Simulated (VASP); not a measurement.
# Mg5Te (P6/mmm) in VASP: further runs, part 2 of 2

VASP 6.6.1. Earlier steps stand in the parts before.

### Step 3. Relaxation of cell and atoms, PBE

This run uses another cell than the first one, of 22.64 Å³/atom.

INCAR reads:

```
SYSTEM = Mg5Te
  PREC = Accurate
  ENCUT = 600
  EDIFF = 1E-6
  ISMEAR = 0
  SIGMA = 0.1
  LREAL = .False.
  LASPH = .True.
  NELM = 60
  ALGO = Normal
  ISIF = 3
  LWAVE = .False.
  LCHARG = .False.
  GGA = PE
  IBRION = 2
  NSW = 90
  EDIFFG = -0.04
```

KPOINTS reads:

```
Automatic mesh
0
Gamma
  6 6 4
  0 0 0
```

POSCAR reads:

```
Mg5Te
1.0
    5.2432771200      0.0000000000      0.0000000000
   -2.6216385600      4.5408111800      0.0000000000
    0.0000000000      0.0000000000      5.7064535300
Mg Te
5 1
Direct
    0.3333333300      0.6666666700      0.0000000000
    0.6666666700      0.3333333300      0.0000000000
    0.3333333300      0.6666666700      0.5000000000
    0.6666666700      0.3333333300      0.5000000000
    0.0000000000      0.0000000000      0.5000000000
    0.0000000000      0.0000000000      0.0000000000
```

Potentials or basis: VASP PAW PBE potentials, release 64 (Mg, Te).

Command:

```
> cat potpaw_PBE.64/Mg/POTCAR potpaw_PBE.64/Te/POTCAR > POTCAR
> mpirun -np 1 vasp_std > vasp.out
```

OUTCAR:

```text
SYSTEM = Mg5Te
   PREC = Accurate
   ENCUT = 600
   EDIFF = 1E-6
   ISMEAR = 0
   LREAL = .False.
   LASPH = .True.
   NELM = 60
   ISIF = 3
   GGA = PE
   IBRION = 2
   NSW = 90
   EDIFFG = -0.04

 ion  position               nearest neighbor table
   1  0.333  0.667  0.000-   3 2.85   3 2.85   2 3.03   6 3.03   2 3.03   6 3.03   6 3.03   2 3.03

   2  0.667  0.333  0.000-   4 2.85   4 2.85   1 3.03   1 3.03   6 3.03   6 3.03   6 3.03   1 3.03

   3  0.333  0.667  0.500-   1 2.85   1 2.85   4 3.03   5 3.03   4 3.03   5 3.03   5 3.03   4 3.03

   4  0.667  0.333  0.500-   2 2.85   2 2.85   3 3.03   3 3.03   5 3.03   5 3.03   5 3.03   3 3.03

   5  0.000  0.000  0.500-   6 2.85   6 2.85   3 3.03   4 3.03   3 3.03   4 3.03   4 3.03   3 3.03

   6  0.000  0.000  0.000-   5 2.85   5 2.85   1 3.03   2 3.03   1 3.03   2 3.03   2 3.03   1 3.03

  LATTYP: Found a hexagonal cell.
 ALAT       =     5.2432771200
 C/A-ratio  =     1.0883371982

  Lattice vectors:

 A1 = (   5.2432771200,   0.0000000000,   0.0000000000)
 A2 = (  -2.6216385600,   4.5408111800,   0.0000000000)
 A3 = (   0.0000000000,   0.0000000000,   5.7064535300)

Analysis of symmetry for initial positions (statically):
=====================================================================
[... 171 lines left out ...]

 Free energy of the ion-electron system (eV)
  ---------------------------------------------------
  ext. energy  EPLUGINS =         0.00000000
  ---------------------------------------------------
  free energy    TOTEN  =        -9.70348027 eV

  energy without entropy =       -9.67680183  energy(sigma->0) =       -9.69014105

------------------------ aborting loop because EDIFF is reached ----------------------------------------

  FORCE on cell =-STRESS in cart. coord.  units (eV):
  Direction    XX          YY          ZZ          XY          YZ          ZX
  --------------------------------------------------------------------------------------
  -------------------------------------------------------------------------------------
  Total        4.0068682      4.0068682      7.8253254      0.0000000      0.0000000      0.0000000
  in kB       47.2512281     47.2512280     92.2806082      0.0000000      0.0000000      0.0000000
  external PRESSURE =      62.2610214 kB  Pullay stress =       0.0000000 kB
[... 267 lines left out ...]
--------------------------------------- Ionic step        8  -------------------------------------------

 number of electron      15.9999999 magnetization

 Free energy of the ion-electron system (eV)
  ---------------------------------------------------
  ext. energy  EPLUGINS =         0.00000000
  ---------------------------------------------------
  free energy    TOTEN  =       -10.17766750 eV

  energy without entropy =      -10.15053476  energy(sigma->0) =      -10.16410113

 E-fermi :   2.9824     XC(G=0):  -8.3745

 val. band max:        2.9695458473   @ k =   0.3333   0.0000   0.2500
 cond. band min:       2.9910666731   @ k =   0.1667   0.1667   0.0000
 fundamental gap:      0.0215208258
 Fermi energy:         2.9824069247

 k-point     1 :       0.0000    0.0000    0.0000
  band No.  band energies     occupation
      1      -8.5482      2.00000
      2      -1.9665      2.00000
      3      -0.7214      2.00000
      4      -0.0853      2.00000
      5      -0.0853      2.00000
      6       1.2131      2.00000
      7       3.0347      0.45989
      8       3.0347      0.45989
      9       3.7260      0.00000
     10       3.7461      0.00000
     11       4.7517      0.00000
     12       4.7517      0.00000
[... 331 lines left out ...]
  FREE ENERGIE OF THE ION-ELECTRON SYSTEM (eV)
  ---------------------------------------------------
  free  energy   TOTEN  =       -10.1776674991 eV

  energy  without entropy=      -10.1505347589  energy(sigma->0) =      -10.16410113

 reached required accuracy - stopping structural energy minimisation
```

OSZICAR:

```text
N       E                     dE             d eps       ncg     rms          rms(c)
DAV:   1     0.352267410409E+02    0.35227E+02   -0.55567E+03   504   0.112E+03
DAV:   2    -0.700931341459E+01   -0.42236E+02   -0.39085E+02   612   0.123E+02
DAV:   3    -0.974193253285E+01   -0.27326E+01   -0.25906E+01   632   0.291E+01
[... 67 lines left out ...]
DAV:   3    -0.101777546666E+02    0.32231E-03   -0.22641E-03   544   0.233E-01    0.664E-02
DAV:   4    -0.101777018141E+02    0.52853E-04   -0.10743E-04   556   0.692E-02    0.913E-02
DAV:   5    -0.101776729415E+02    0.28873E-04   -0.42678E-05   568   0.348E-02    0.412E-02
DAV:   6    -0.101776677213E+02    0.52201E-05   -0.10965E-05   520   0.194E-02    0.142E-02
DAV:   7    -0.101776674991E+02    0.22217E-06   -0.49062E-06   524   0.111E-02
   8 F= -.10177667E+02 E0= -.10164101E+02  d E =-.191157E-02
```

Wall time 1.9 min (1 thread of Intel Xeon 6975P-C (Granite Rapids), shared host); peak memory 0.31 GiB.

What came out:

* Free energy: -10.1777 eV
* Relaxed volume: 26.67 Å³/atom
* Relaxed cell: a = 5.404 Å, b = 5.404 Å, c = 6.329 Å, α = 90.00°, β = 90.00°, γ = 120.00°
* Space group after relaxing (to 0.1 Å): P6/mmm (No. 191)
* Energy gained by relaxing: 79.0 meV/atom
* Ionic steps: 8
* Pressure after relaxing: 0.1 GPa
* Band gap on the k mesh: zero (bands 8 and 9 overlap by 0.81 eV)

Stress tensor (GPa, compression positive):
```
0.05 0.00 0.00
0.00 0.05 0.00
0.00 0.00 0.13
```

The path:
```
step  energy change (eV)  largest force (eV/Å)  pressure (GPa)  volume (Å³)
   1              0.0000                0.0000            6.23       135.86
   2             -0.4303                0.0000            1.01       153.87
   3             -0.4535                0.0000           -0.52       162.06
   4             -0.4551                0.0000           -0.28       160.57
   5             -0.4551                0.0000           -0.19       160.05
   6             -0.4670                0.0000            0.00       159.44
   7             -0.4723                0.0000            0.30       158.66
   8             -0.4742                0.0000            0.08       160.03
```

Final structure:
```yaml
crystal:
  lattice:
    - [5.40357, 0.00000, 0.00000]
    - [-2.70178, 4.67963, 0.00000]
    - [0.00000, 0.00000, 6.32857]
  atoms:
    - { symbol: Mg, position: [0.33333, 0.66667, 0.00000] }
    - { symbol: Mg, position: [0.66667, 0.33333, 0.00000] }
    - { symbol: Mg, position: [0.33333, 0.66667, 0.50000] }
    - { symbol: Mg, position: [0.66667, 0.33333, 0.50000] }
    - { symbol: Mg, position: [0.00000, 0.00000, 0.50000] }
    - { symbol: Te, position: [0.00000, 0.00000, 0.00000] }
```

Caveat: the volume moved by over 15 % at a fixed basis, so the end points are rough; spin-orbit coupling is left out, which moves the levels of the heavy elements.

### Step 4. Relaxation of cell and atoms, PBE

This run uses another cell than the first one, of 26.61 Å³/atom.

INCAR reads:

```
PREC = Accurate ; ENCUT = 600
EDIFF = 1E-7 ; ISMEAR = 0
SIGMA = 0.1 ; LREAL = False
LASPH = True ; NELM = 100
ALGO = Fast ; ISIF = 3
LWAVE = False ; LCHARG = False
GGA = PE ; IBRION = 2
NSW = 100 ; EDIFFG = -0.01
```

KPOINTS reads:

```
Automatic mesh
0
Gamma
  12 12 6
```

POSCAR reads:

```
Mg5Te
1.0
    5.4049875734      0.0000000000      0.0000000000
   -2.7024937867      4.6808565457      0.0000000000
    0.0000000000      0.0000000000      6.3110202812
Mg Te
5 1
Direct
    0.3333333333      0.6666666667      0.0000000000
    0.6666666667      0.3333333333      0.0000000000
    0.3333333333      0.6666666667      0.5000000000
    0.6666666667      0.3333333333      0.5000000000
    0.0000000000      0.0000000000      0.5000000000
    0.0000000000      0.0000000000      0.0000000000
```

Potentials or basis: VASP PAW PBE potentials, release 64 (Mg, Te).

Command:

```
> cat potpaw_PBE.64/Mg/POTCAR potpaw_PBE.64/Te/POTCAR > POTCAR
> mpirun -np 1 vasp_std > vasp.out
```

OUTCAR:

```text
PREC = Accurate
   ENCUT = 600
   EDIFF = 1E-7
   ISMEAR = 0
   LREAL = False
   LASPH = True
   NELM = 100
   ISIF = 3
   GGA = PE
   IBRION = 2
   NSW = 100
   EDIFFG = -0.01

 ion  position               nearest neighbor table
   1  0.333  0.667  0.000-   2 3.12   6 3.12   2 3.12   6 3.12   6 3.12   2 3.12   3 3.16   3 3.16

   2  0.667  0.333  0.000-   1 3.12   6 3.12   1 3.12   6 3.12   6 3.12   1 3.12   4 3.16   4 3.16

   3  0.333  0.667  0.500-   4 3.12   5 3.12   4 3.12   5 3.12   5 3.12   4 3.12   1 3.16   1 3.16

   4  0.667  0.333  0.500-   3 3.12   5 3.12   3 3.12   5 3.12   5 3.12   3 3.12   2 3.16   2 3.16

   5  0.000  0.000  0.500-   3 3.12   4 3.12   3 3.12   4 3.12   4 3.12   3 3.12   6 3.16   6 3.16

   6  0.000  0.000  0.000-   1 3.12   2 3.12   1 3.12   2 3.12   2 3.12   1 3.12   5 3.16   5 3.16

  LATTYP: Found a hexagonal cell.
 ALAT       =     5.4049875734
 C/A-ratio  =     1.1676290085

[... 366 lines left out ...]
 Fermi energy:         2.9950343159

 k-point     1 :       0.0000    0.0000    0.0000
  band No.  band energies     occupation
      1      -8.5806      2.00000
      2      -1.9813      2.00000
      3      -0.7432      2.00000
      4      -0.1205      2.00000
      5      -0.1205      2.00000
      6       1.1573      2.00000
      7       3.0240      0.68235
      8       3.0240      0.68235
      9       3.7268      0.00000
     10       3.7364      0.00000
     11       4.7231      0.00000
     12       4.7231      0.00000
[... 331 lines left out ...]
 k-point    24 :       0.3333   -0.0000    0.1667
  band No.  band energies     occupation
      1      -8.4363      2.00000
      2      -2.2952      2.00000
      3      -1.1492      2.00000
      4      -0.5207      2.00000
      5       0.2837      2.00000
      6       0.8828      2.00000
      7       2.0628      2.00000
      8       2.9845      1.11892
      9       3.0982      0.14444
     10       3.9536      0.00000
     11       4.3499      0.00000
     12       5.2418      0.00000

 [... further k-points ...]
[... 5 lines left out ...]
  --------------------------------------------------------------------------------------
  -------------------------------------------------------------------------------------
  Total       -0.0249312     -0.0249312     -0.0007836     -0.0000000     -0.0000000      0.0000000
  in kB       -0.2483744     -0.2483744     -0.0078063     -0.0000000     -0.0000000      0.0000000
  external PRESSURE =      -0.1681850 kB  Pullay stress =       0.0000000 kB
[... 21 lines left out ...]
  FREE ENERGIE OF THE ION-ELECTRON SYSTEM (eV)
  ---------------------------------------------------
  free  energy   TOTEN  =       -10.1472275699 eV

  energy  without entropy=      -10.1213073708  energy(sigma->0) =      -10.13426747

 reached required accuracy - stopping structural energy minimisation
```

Run time: 4.3 min. Hardware: 1 thread of Intel Xeon 6975P-C (Granite Rapids), shared host; peak memory 0.49 GiB.

What came out:

```
Free energy                           : -10.1472 eV
Relaxed volume                        : 26.80 Å³/atom
Relaxed cell                          : a = 5.399 Å, b = 5.399 Å, c = 6.370 Å, α = 90.00°, β = 90.00°, γ = 120.00°
Space group after relaxing (to 0.1 Å) : P6/mmm (No. 191)
Energy gained by relaxing             : 0.3 meV/atom
Ionic steps                           : 5
Pressure after relaxing               : 0.0 GPa
Band gap on the k mesh                : zero (bands 8 and 9 overlap by 0.82 eV)
```

The path:
```
step  energy change (eV)  largest force (eV/Å)  pressure (GPa)  volume (Å³)
   1              0.0000                0.0000            0.12       159.67
   2             -0.0007                0.0000            0.05       160.13
   3             -0.0013                0.0000           -0.11       161.25
   4             -0.0014                0.0000           -0.08       161.08
   5             -0.0016                0.0000           -0.02       160.82
```

Final structure:
```cif
data_structure
_symmetry_space_group_name_H-M 'P 1'
_symmetry_Int_Tables_number 1
_cell_length_a 5.3992
_cell_length_b 5.3992
_cell_length_c 6.3703
_cell_angle_alpha 90.000
_cell_angle_beta 90.000
_cell_angle_gamma 120.000
_cell_volume 160.82
loop_
_atom_site_label
_atom_site_type_symbol
_atom_site_fract_x
_atom_site_fract_y
_atom_site_fract_z
_atom_site_occupancy
Mg1 Mg 0.33333 0.66667 0.00000 1
Mg2 Mg 0.66667 0.33333 0.00000 1
Mg3 Mg 0.33333 0.66667 0.50000 1
Mg4 Mg 0.66667 0.33333 0.50000 1
Mg5 Mg 0.00000 0.00000 0.50000 1
Te1 Te 0.00000 0.00000 0.00000 1
```

Caveat: spin-orbit coupling is left out, which moves the levels of the heavy elements.

### Step 5. Summary

| task | cell | k mesh | cutoff (eV) | gap on the mesh (eV) | pressure (GPa) | relaxed volume (Å³/atom) |
| --- | --- | --- | --- | --- | --- | --- |
| single point | a = 5.404, b = 5.404, c = 6.373 Å, angles 90.0, 90.0, 120.0°, 6 atoms | 12 × 12 × 6 | 520 | none | -0.1 | - |
| relaxation of cell and atoms | relaxed from a = 5.243, b = 5.243, c = 5.706 Å, angles 90.0, 90.0, 120.0°, 6 atoms | 6 × 6 × 4 | 600 | none | 0.1 | 26.67 |
| relaxation of cell and atoms | relaxed from a = 5.405, b = 5.405, c = 6.311 Å, angles 90.0, 90.0, 120.0°, 6 atoms | 12 × 12 × 6 | 600 | none | 0.0 | 26.80 |

Alike in all rows: level PBE; potentials or basis VASP PAW PBE potentials, release 64 (Mg, Te); no spin polarisation; smearing gaussian 0.1 eV.

Caveats: spin-orbit coupling is left out, which moves the levels of the heavy elements; the volume moved by over 15 % at a fixed basis, so the end points are rough (at least some runs).

Total energies depend on the potentials used, so only differences within one code and one set of settings carry meaning.
